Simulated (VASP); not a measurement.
The system is GePt.

```
Ge Pt
1.0
     5.73200    0.00000    0.00000
     0.00000    3.70100    0.00000
     0.00000    0.00000    6.08800
Ge Pt
4 4
Direct
  0.80500 0.75000 0.59000
  0.19500 0.25000 0.41000
  0.69500 0.25000 0.09000
  0.30500 0.75000 0.91000
  0.99000 0.75000 0.19500
  0.01000 0.25000 0.80500
  0.51000 0.25000 0.69500
  0.49000 0.75000 0.30500
```

```yaml
Program: VASP 6.6.1
Task: relaxation of cell and atoms
Functional: PBE
Potentials_or_basis: VASP PAW PBE potentials, release 64 (Ge_d, Pt)
Cutoff: 600 eV
k_mesh: 4 × 6 × 4
Occupations: gaussian, width 0.1 eV
Spin: no spin polarisation
```

At the start: pressure 8.0 GPa; volume 16.14 Å³/atom.

Question: Where does the relaxation end?

Answer: Over 9 steps the energy falls by 25.7 meV/atom and the volume is 16.85 Å³/atom (+4.4 %); space group Pnma (No. 62, to 0.05 Å).

Step by step:
```tsv
step	energy change (eV)	largest force (eV/Å)	pressure (GPa)	volume (Å³)
1	0.0000	0.4695	8.04	129.15
2	0.1429	0.2758	-9.34	144.89
3	-0.1576	0.2320	-0.45	135.40
4	-0.1577	0.2361	-0.31	135.28
5	-0.1740	0.1803	-0.16	135.09
6	-0.1930	0.1895	0.38	134.59
7	-0.2010	0.0927	-0.74	135.48
8	-0.2011	0.0835	-0.85	135.58
9	-0.2052	0.0237	0.09	134.78
```

Final structure:
```cif
data_structure
_symmetry_space_group_name_H-M 'P 1'
_symmetry_Int_Tables_number 1
_cell_length_a 5.8344
_cell_length_b 3.7387
_cell_length_c 6.1787
_cell_angle_alpha 90.000
_cell_angle_beta 90.000
_cell_angle_gamma 90.000
_cell_volume 134.78
loop_
_atom_site_label
_atom_site_type_symbol
_atom_site_fract_x
_atom_site_fract_y
_atom_site_fract_z
_atom_site_occupancy
Ge1 Ge 0.81450 0.75000 0.58667 1
Ge2 Ge 0.18550 0.25000 0.41333 1
Ge3 Ge 0.68550 0.25000 0.08667 1
Ge4 Ge 0.31450 0.75000 0.91333 1
Pt1 Pt 0.00084 0.75000 0.19239 1
Pt2 Pt 0.99916 0.25000 0.80761 1
Pt3 Pt 0.49916 0.25000 0.69239 1
Pt4 Pt 0.50084 0.75000 0.30761 1
```
